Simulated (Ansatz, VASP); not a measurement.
## One calculation of SnO, two programs

The input INCAR:

```
ALGO     = Normal         # electronic algorithm
EDIFF    = 1E-6           # SCF threshold, eV
ENCUT    = 520            # plane-wave cutoff, eV
GGA      = PE             # functional
ISIF     = 2              # what is computed and relaxed
ISMEAR   = 0              # smearing method
LASPH    = T              # aspherical terms in the spheres
LCHARG   = F              # write CHGCAR
LREAL    = F              # projectors in reciprocal space
LWAVE    = F              # write WAVECAR
NBANDS   = 28             # bands
NELM     = 100            # most SCF steps
PREC     = Accurate       # precision mode
SIGMA    = 0.05           # smearing width, eV
```

The input KPOINTS:

```
k-points
0
Gamma
  10 10 8
```

The input POSCAR:

```
SnO
1.0
    3.9187120690      0.0000000000      0.0000000000
    0.0000000000      3.9187120690      0.0000000000
    0.0000000000      0.0000000000      5.0679375214
Sn O
2 2
Direct
   -0.0431052619      0.5000000000      0.2286909982
    0.5431052619      0.0000000000      0.7713090018
    0.0045883204      0.0000000000      0.0000000000
    0.4954116796      0.5000000000      0.0000000000
```

Input for Ansatz:

```yaml
crystal:
  lattice:
    - [3.918712069, 0.0, 0.0]
    - [0.0, 3.918712069, 0.0]
    - [0.0, 0.0, 5.0679375214]
  atoms:
    - { symbol: Sn, position: [-0.0431052619, 0.5, 0.2286909982] }
    - { symbol: Sn, position: [0.5431052619, 0.0, 0.7713090018] }
    - { symbol: O, position: [0.0045883204, 0.0, 0.0] }
    - { symbol: O, position: [0.4954116796, 0.5, 0.0] }
basis:
  ecutwfc: 520.0
kpoints:
  mp_grid: { grid: [10, 10, 8] }
hamiltonian:
  xc: pbe
scf:
  occupations: { method: gaussian, width: 0.05 }
output:
  forces: true
  stress: true
  eigenvalues: true
```

Change from the starting cell: mode 4 frozen in at -0.167 Å, equal normal strain along x and y +0.0133.

Alike in both runs: task single point; functional PBE; k mesh 10 × 10 × 8; occupations gaussian, width 0.05 eV; no spin polarisation.

|  | VASP | Ansatz |
| --- | --- | --- |
| version | VASP 6.6.1 | Ansatz 0.2.0 |
| potentials or method | VASP PAW PBE potentials, release 64 (Sn_d, O), cutoff 520 eV | scalar-relativistic, plane waves, PAW |
| valence electrons in the cell | 40 | 40 |

|  | VASP | Ansatz | Ansatz less VASP |
| --- | --- | --- | --- |
| gap on the k mesh at the Fermi level (eV) | 0.67 | 0.66 | -0.005 |
| least direct gap on the mesh (eV) | 1.85 | 1.87 | +0.027 |
| pressure (GPa) | -0.9 | -1.1 | -0.21 |
| traceless stress, the component that is largest in VASP (GPa) | 3.28 | 3.15 | -0.135 |
| rms of the force components (eV/Å) | 0.326 | 0.315 | -0.0108 |

Atom by atom the forces differ by 0.036 eV/Å (rms over components).
